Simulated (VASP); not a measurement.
A run of VASP 6.6.1 is set up as follows.

File INCAR:

```
SYSTEM = Pb
ALGO     = Normal         ! electronic algorithm
EDIFF    = 1E-6           ! SCF threshold, eV
ENCUT    = 520            ! plane-wave cutoff, eV
GGA      = PE             ! functional
ISIF     = 2              ! what is computed and relaxed
ISMEAR   = -1             ! smearing method
LASPH    = .True.         ! aspherical terms in the spheres
LCHARG   = .True.         ! write CHGCAR
LELF     = .True.         ! ELF
LREAL    = .False.        ! projectors in reciprocal space
LVHAR    = .True.       
LWAVE    = .False.        ! write WAVECAR
NBANDS   = 28             ! bands
NELM     = 60             ! most SCF steps
PREC     = Accurate       ! precision mode
SIGMA    = 0.1            ! smearing width, eV
```

KPOINTS

```
k-points
0
Gamma
  7 7 10
  0 0 0
```

POSCAR

```
Pb
1.0
    5.9145691493      0.0000000000      0.0000000000
   -2.9572845747      5.1221671358      0.0000000000
    0.0000000000      0.0000000000      3.5742689942
Pb
3
Direct
    0.0000000000      0.0000000000      0.0000000000
    0.3333333333      0.6666666667      0.5000000000
    0.6666666667      0.3333333333      0.5000000000
```

Potentials or basis: VASP PAW PBE potentials, release 64 (Pb_d).

Run with:

```sh
$ cat potpaw_PBE.64/Pb_d/POTCAR > POTCAR
$ mpirun -np 1 vasp_std > vasp.out
```

**Question.** Predict the pressure.

**Answer.** -3.3 GPa.

**Question.** What does it give for the band gap on the k mesh?

**Answer.** Zero (band 21 reaches 7.01 eV, above the bottom of band 22 at 3.88 eV).

Stress tensor (GPa, compression positive):
```
-3.08  0.00  0.00
 0.00 -3.08  0.00
 0.00  0.00 -3.76
```

Caveat: spin-orbit coupling is left out, which moves the levels of the heavy elements.
